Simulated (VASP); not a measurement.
# BaRe (Pm-3m) in VASP: single point with PBE

Aim: the single point of BaRe with PBE.

Program: VASP 6.6.1. These are calculated values, not measurements. Logs are shortened: lines on timing, memory, paths and dates and some standing lists are left out, and cuts for length are marked.

### 1 The cell of the first run

The structure is cubic, space group Pm-3m (No. 221). The conventional cell has a = 3.723 Å, b = 3.723 Å, c = 3.723 Å, α = 90.00°, β = 90.00°, γ = 90.00°. Within 4.2 Å of Ba (site symmetry m-3m) lie 8 Re at 3.22 Å and 6 Ba at 3.72 Å. Re (site symmetry m-3m) has 8 Ba at 3.22 Å and 6 Re at 3.72 Å within 4.2 Å.

### 2 Single point, PBE

Input file POSCAR:

```
BaRe
1.0
    3.7233438108      0.0000000000      0.0000000000
    0.0000000000      3.7233438108      0.0000000000
    0.0000000000      0.0000000000      3.7233438108
Ba Re
1 1
Direct
    0.0000000000      0.0000000000      0.0000000000
    0.5000000000      0.5000000000      0.5000000000
```

Input file INCAR.step1:

```
ALGO = Normal
EDIFF = 1E-7
ENCUT = 520
GGA = PE
ISIF = 2
ISMEAR = 0
LASPH = T
LCHARG = T
LMAXMIX = 4
LREAL = F
LWAVE = F
NBANDS = 16
NELM = 100
PREC = Accurate
SIGMA = 0.05
```

Input file KPOINTS.step1:

```
k-points
0
Gamma
  8 8 8
```

Input file INCAR.step2:

```
ALGO = Normal
EDIFF = 1E-7
ENCUT = 520
GGA = PE
ICHARG = 11
ISIF = 2
ISMEAR = -5
LASPH = T
LCHARG = F
LMAXMIX = 4
LORBIT = 11
LREAL = F
LWAVE = F
NBANDS = 16
NEDOS = 2001
NELM = 100
PREC = Accurate
SIGMA = 0.05
```

Input file KPOINTS.step2:

```
k-points
0
Gamma
  12 12 12
```

Potentials or basis: VASP PAW PBE potentials, release 64 (Ba_sv, Re).

Started as:

```
> cat potpaw_PBE.64/Ba_sv/POTCAR potpaw_PBE.64/Re/POTCAR > POTCAR
> cp INCAR.step1 INCAR
> cp KPOINTS.step1 KPOINTS
> mpirun -np 1 vasp_std > vasp.out
> cp INCAR.step2 INCAR
> cp KPOINTS.step2 KPOINTS
> mpirun -np 1 vasp_std > vasp.out
```

OUTCAR:

```text
EDIFF = 1E-7
   ENCUT = 520
   GGA = PE
   ICHARG = 11
   ISIF = 2
   ISMEAR = -5
   LASPH = T
   LORBIT = 11
   LREAL = F
   NELM = 100
   PREC = Accurate

 ion  position               nearest neighbor table
   1  0.000  0.000  0.000-   2 3.22   2 3.22   2 3.22   2 3.22   2 3.22   2 3.22   2 3.22   2 3.22

   2  0.500  0.500  0.500-   1 3.22   1 3.22   1 3.22   1 3.22   1 3.22   1 3.22   1 3.22   1 3.22

  LATTYP: Found a simple cubic cell.
 ALAT       =     3.7233438108

  Lattice vectors:

 A1 = (   3.7233438108,   0.0000000000,   0.0000000000)
 A2 = (   0.0000000000,   3.7233438108,   0.0000000000)
 A3 = (   0.0000000000,   0.0000000000,   3.7233438108)

Analysis of symmetry for initial positions (statically):
=====================================================================
 Subroutine PRICEL returns:
 Original cell was already a primitive cell.

 Routine SETGRP: Setting up the symmetry group for a
 simple cubic supercell.

 Subroutine GETGRP returns: Found 48 space group operations
 (whereof 48 operations were pure point group operations)
 out of a pool of 48 trial point group operations.

The static configuration has the point symmetry O_h .

Analysis of symmetry for dynamics (positions and initial velocities):
=====================================================================
 Subroutine PRICEL returns:
 Original cell was already a primitive cell.

 Routine SETGRP: Setting up the symmetry group for a
 simple cubic supercell.

 Subroutine GETGRP returns: Found 48 space group operations
 (whereof 48 operations were pure point group operations)
 out of a pool of 48 trial point group operations.

The dynamic configuration has the point symmetry O_h .

 Subroutine INISYM returns: Found 48 space group operations
 (whereof 48 operations are pure point group operations),
 and found     1 'primitive' translations

----------------------------------------------------------------------------------------

                                     Primitive cell

  volume of cell :      51.6178

  direct lattice vectors                    reciprocal lattice vectors
     3.723343811  0.000000000  0.000000000     0.268575789  0.000000000  0.000000000
     0.000000000  3.723343811  0.000000000     0.000000000  0.268575789  0.000000000
     0.000000000  0.000000000  3.723343811     0.000000000  0.000000000  0.268575789

  length of vectors
     3.723343811  3.723343811  3.723343811     0.268575789  0.268575789  0.268575789

  position of ions in fractional coordinates (direct lattice)
     0.000000000  0.000000000  0.000000000
     0.500000000  0.500000000  0.500000000

  ion indices of the primitive-cell ions
   primitive index   ion index
                 1           1
                 2           2

----------------------------------------------------------------------------------------

 KPOINTS: k-points

Automatic generation of k-mesh.
 Grid dimensions read from file:
 generate k-points for:   12   12   12

 Generating k-lattice:

  Cartesian coordinates                     Fractional coordinates (reciprocal lattice)
     0.022381316  0.000000000  0.000000000     0.083333333  0.000000000  0.000000000
     0.000000000  0.022381316  0.000000000     0.000000000  0.083333333  0.000000000
     0.000000000  0.000000000  0.022381316     0.000000000  0.000000000  0.083333333

  Length of vectors
     0.022381316  0.022381316  0.022381316

  Shift w.r.t. Gamma in fractional coordinates (k-lattice)
     0.000000000  0.000000000  0.000000000

 TETIRR: Found    854 inequivalent tetrahedra from    10368

 Subroutine IBZKPT returns following result:
 ===========================================

 Found     84 irreducible k-points:

 Following reciprocal coordinates:
            Coordinates               Weight
  0.000000  0.000000  0.000000      1.000000
  0.083333  0.000000  0.000000      6.000000
  0.166667  0.000000  0.000000      6.000000
  0.250000  0.000000  0.000000      6.000000
  0.333333  0.000000  0.000000      6.000000
  0.416667  0.000000  0.000000      6.000000
[... 16 lines left out ...]
  0.333333  0.333333  0.000000     12.000000
  0.416667  0.333333  0.000000     24.000000
 [... further k-points ...]
   k-points           NKPTS =     84   k-points in BZ     NKDIM =     84   number of bands    NBANDS=     16
   number of dos      NEDOS =   2001   number of ions     NIONS =      2
   total plane-waves  NPLWV =  21952
   dimension x,y,z NGX =    28 NGY =   28 NGZ =   28
   dimension x,y,z NGXF=    56 NGYF=   56 NGZF=   56
   ions per type =               1   1
   NGX,Y,Z   is equivalent  to a cutoff of  12.50, 12.50, 12.50 a.u.
   NGXF,Y,Z  is equivalent  to a cutoff of  25.00, 25.00, 25.00 a.u.
 SYSTEM =  unknown system
   PREC   = accura    normal or accurate (medium, high low for compatibility)
   ISTART =      0    job   : 0-new  1-cont  2-samecut
   ICHARG =     11    charge: 1-file 2-atom 10-const
   ISPIN  =      1    spin polarized calculation?
   LNONCOLLINEAR =      F non collinear calculations
   LSORBIT =      F    spin-orbit coupling
   LASPH  =      T    aspherical Exc in radial PAW
   ENCUT  =  520.0 eV  38.22 Ry    6.18 a.u.   6.92  6.92  6.92*2*pi/ulx,y,z
   NELM   =    100;   NELMIN=  2; NELMDL=  0     # of ELM steps
   EDIFF  = 0.1E-06   stopping-criterion for ELM
   LREAL  =      F    real-space projection
   EDIFFG = 0.1E-05   stopping-criterion for IOM
   NSW    =      0    number of steps for IOM
   IBRION =     -1    ionic relax: 0-MD 1-quasi-New 2-CG
   NFREE  =      0    steps in history (QN), initial steepest desc. (CG)
   ISIF   =      2    stress and relaxation
   ISYM   =      2    0-nonsym 1-usesym 2-fastsym
   POTIM  = 0.5000    time-step for ionic-motion
   TEBEG  =    0.0;   TEEND  =   0.0 temperature during run
   PSTRESS=    0.0 pullay stress
   NELECT =      17.0000    total number of electrons
   NUPDOWN=      -1.0000    fix difference up-down
   EMIN   =  10.00;   EMAX   =-10.00  energy-range for DOS
   EFERMI =   0.00;   METHOD = LEGACY
   ISMEAR =    -5;   SIGMA  =   0.05  broadening in eV -4-tet -1-fermi 0-gaus
   EFERMI_NEDOS =   21; number of points for ismear=-14 and -15
   IALGO  =     38    algorithm
   IMIX   =      4    mixing-type and parameters
     AMIX     =   0.40;   BMIX     =  1.00
     AMIX_MAG =   1.60;   BMIX_MAG =  1.00
  volume/ion in A,a.u.               =      25.81       174.17
  Fermi-wavevector in a.u.,A,eV,Ry     =   1.130554  2.136437 17.390320  1.278152
  Thomas-Fermi vector in A             =   2.267251
   LORBIT       =     11    0 simple, 1 ext, 2 COOP (PROOUT), +10 PAW based schemes
   GGA     = PE    functional components
   LHFCALC =     F    Hartree Fock is set to
   AEXX    =    0.0000 exact exchange contribution
   IVDW    =     0    specifies the selected vdW correction
   LEPSILON=     F    determine dielectric tensor
   LRPA    =     F    only Hartree local field effects (RPA)
 non-spin polarized calculation
 Fermi weights with tetrahedron method with Bloechl corrections
  energy-cutoff  :      520.00
  volume of cell :       51.62
 maximum number of plane-waves:      1409
 NGX is ok and might be reduce to    28

 number of electron      16.9999999 magnetization

 Free energy of the ion-electron system (eV)
  ---------------------------------------------------
  ext. energy  EPLUGINS =         0.00000000
  ---------------------------------------------------
  free energy    TOTEN  =       -10.14992819 eV

  energy without entropy =      -10.14992819  energy(sigma->0) =      -10.14992819

 E-fermi :   3.8751     XC(G=0): -10.7773

 val. band max:        3.9133787025   @ k =   0.4167   0.3333   0.3333
 cond. band min:       3.8494091771   @ k =   0.3333   0.2500   0.1667
 fundamental gap:     -0.0639695254
 Fermi energy:         3.8751464912

 k-point     1 :       0.0000    0.0000    0.0000
  band No.  band energies     occupation
      1     -22.7586      2.00000
      2      -7.5460      2.00000
      3      -7.5460      2.00000
      4      -7.5460      2.00000
      5      -0.4602      2.00000
      6       1.3785      2.00000
[... 8 lines left out ...]
     15      12.1857      0.00000
     16      12.5497      0.00000

 k-point     2 :       0.0833    0.0000    0.0000
  band No.  band energies     occupation
      1     -22.7487      2.00000
      2      -7.6766      2.00000
      3      -7.5419      2.00000
      4      -7.5419      2.00000
      5      -0.2872      2.00000
      6       1.4265      2.00000
[... 8 lines left out ...]
     15      11.7817      0.00000
     16      12.4536      0.00000

 k-point     3 :       0.1667    0.0000    0.0000
  band No.  band energies     occupation
      1     -22.7217      2.00000
      2      -8.0074      2.00000
      3      -7.5305      2.00000
      4      -7.5305      2.00000
      5       0.1803      2.00000
      6       1.5654      2.00000
[... 8 lines left out ...]
     15      11.0158      0.00000
     16      12.1985      0.00000

 k-point     4 :       0.2500    0.0000    0.0000
  band No.  band energies     occupation
      1     -22.6843      2.00000
      2      -8.4116      2.00000
      3      -7.5150      2.00000
      4      -7.5150      2.00000
      5       0.8475      2.00000
      6       1.7790      2.00000
[... 8 lines left out ...]
     15      10.8011      0.00000
     16      11.8646      0.00000

 k-point     5 :       0.3333    0.0000    0.0000
  band No.  band energies     occupation
      1     -22.6463      2.00000
      2      -8.7752      2.00000
      3      -7.4994      2.00000
      4      -7.4994      2.00000
      5       1.6341      2.00000
      6       2.0314      2.00000
[... 8 lines left out ...]
     15      11.5223      0.00000
     16      11.5438      0.00000

 k-point     6 :       0.4167    0.0000    0.0000
  band No.  band energies     occupation
      1     -22.6181      2.00000
      2      -9.0216      2.00000
      3      -7.4880      2.00000
      4      -7.4880      2.00000
      5       2.2541      2.00000
      6       2.4054      2.00000
[... 8 lines left out ...]
     15      11.3154      0.00000
     16      12.7267      0.00000

 k-point     7 :       0.5000    0.0000    0.0000
  band No.  band energies     occupation
      1     -22.6077      2.00000
      2      -9.1082      2.00000
      3      -7.4838      2.00000
      4      -7.4838      2.00000
      5       2.3476      2.00000
      6       2.7652      2.00000
[... 8 lines left out ...]
     15      11.2329      0.00000
     16      13.5590      0.00000

 k-point     8 :       0.0833    0.0833    0.0000
  band No.  band energies     occupation
      1     -22.7390      2.00000
      2      -7.7013      2.00000
      3      -7.6378      2.00000
      4      -7.5371      2.00000
      5      -0.1243      2.00000
      6       1.5112      2.00000
[... 8 lines left out ...]
     15      12.1367      0.00000
     16      12.3794      0.00000

 k-point     9 :       0.1667    0.0833    0.0000
  band No.  band energies     occupation
      1     -22.7124      2.00000
      2      -8.0016      2.00000
      3      -7.6429      2.00000
      4      -7.5240      2.00000
      5       0.3144      2.00000
      6       1.6540      2.00000
[... 8 lines left out ...]
     15      11.6190      0.00000
     16      12.1762      0.00000
[... 172 lines left out ...]
 k-point    19 :       0.2500    0.2500    0.0000
  band No.  band energies     occupation
      1     -22.6181      2.00000
      2      -8.3682      2.00000
      3      -8.1624      2.00000
      4      -7.4476      2.00000
      5       1.3100      2.00000
      6       2.1599      2.00000
[... 8 lines left out ...]
     15      11.6827      0.00000
     16      11.9005      0.00000

 k-point    20 :       0.3333    0.2500    0.0000
  band No.  band energies     occupation
      1     -22.5844      2.00000
      2      -8.6098      2.00000
      3      -8.1733      2.00000
      4      -7.4133      2.00000
      5       1.3743      2.00000
      6       2.3646      2.00000
[... 8 lines left out ...]
     15      11.7912      0.00000
     16      11.7988      0.00000

 k-point    21 :       0.4167    0.2500    0.0000
  band No.  band energies     occupation
      1     -22.5594      2.00000
      2      -8.8199      2.00000
      3      -8.1324      2.00000
      4      -7.3879      2.00000
      5       1.3730      2.00000
      6       2.5283      2.00000
[... 8 lines left out ...]
     15      11.6384      0.00000
     16      12.5279      0.00000

 k-point    22 :       0.5000    0.2500    0.0000
  band No.  band energies     occupation
      1     -22.5502      2.00000
      2      -8.8958      2.00000
      3      -8.1155      2.00000
      4      -7.3786      2.00000
      5       1.3663      2.00000
      6       2.5852      2.00000
[... 8 lines left out ...]
     15      11.5629      0.00000
     16      13.1312      0.00000

 k-point    23 :       0.3333    0.3333    0.0000
  band No.  band energies     occupation
      1     -22.5528      2.00000
      2      -8.5693      2.00000
      3      -8.4239      2.00000
      4      -7.3690      2.00000
      5       1.1213      2.00000
      6       2.3940      2.00000
[... 8 lines left out ...]
     15      11.7919      0.00000
     16      11.8257      0.00000

 k-point    24 :       0.4167    0.3333    0.0000
  band No.  band energies     occupation
      1     -22.5295      2.00000
      2      -8.7134      2.00000
      3      -8.4187      2.00000
      4      -7.3361      2.00000
      5       0.9258      2.00000
      6       2.3528      2.00000
[... 8 lines left out ...]
     15      11.7624      0.00000
     16      12.3254      0.00000

 [... further k-points ...]
[... 5 lines left out ...]
  --------------------------------------------------------------------------------------
  -------------------------------------------------------------------------------------
  Total        0.7093486      0.7093486      0.7093486     -0.0000000      0.0000000     -0.0000000
  in kB       22.0176465     22.0176465     22.0176465     -0.0000000      0.0000000     -0.0000000
  external PRESSURE =      22.0176465 kB  Pullay stress =       0.0000000 kB

 VOLUME and BASIS-vectors are now :
 -----------------------------------------------------------------------------
  energy-cutoff  :      520.00
  volume of cell :       51.62
      direct lattice vectors                 reciprocal lattice vectors
     3.723343811  0.000000000  0.000000000     0.268575789  0.000000000  0.000000000
     0.000000000  3.723343811  0.000000000     0.000000000  0.268575789  0.000000000
     0.000000000  0.000000000  3.723343811     0.000000000  0.000000000  0.268575789

 POSITION                                       TOTAL-FORCE (eV/Angst)
 -----------------------------------------------------------------------------------
      0.00000      0.00000      0.00000         0.000000      0.000000      0.000000
      1.86167      1.86167      1.86167         0.000000      0.000000      0.000000
 -----------------------------------------------------------------------------------
    total drift:                                0.000000      0.000000      0.000000

  FREE ENERGIE OF THE ION-ELECTRON SYSTEM (eV)
  ---------------------------------------------------
  free  energy   TOTEN  =       -10.1499281916 eV

  energy  without entropy=      -10.1499281916  energy(sigma->0) =      -10.14992819

 total charge

# of ion       s       p       d       tot
------------------------------------------
    1        2.066   5.475   0.713   8.255
    2        0.578   0.153   4.800   5.532
--------------------------------------------------
tot          2.645   5.628   5.514  13.786
```

Run time: 37 s. Hardware: 1 thread of Intel Xeon Platinum 8488C (Sapphire Rapids), shared host; peak memory 0.2 GiB.

Results:

```
Valence electrons inside the program's atomic spheres : Ba 8.26; Re 5.53
```

Caveat: spin-orbit coupling is left out, which moves the levels of the heavy elements; tetrahedron occupations give inexact forces and stress in metals.
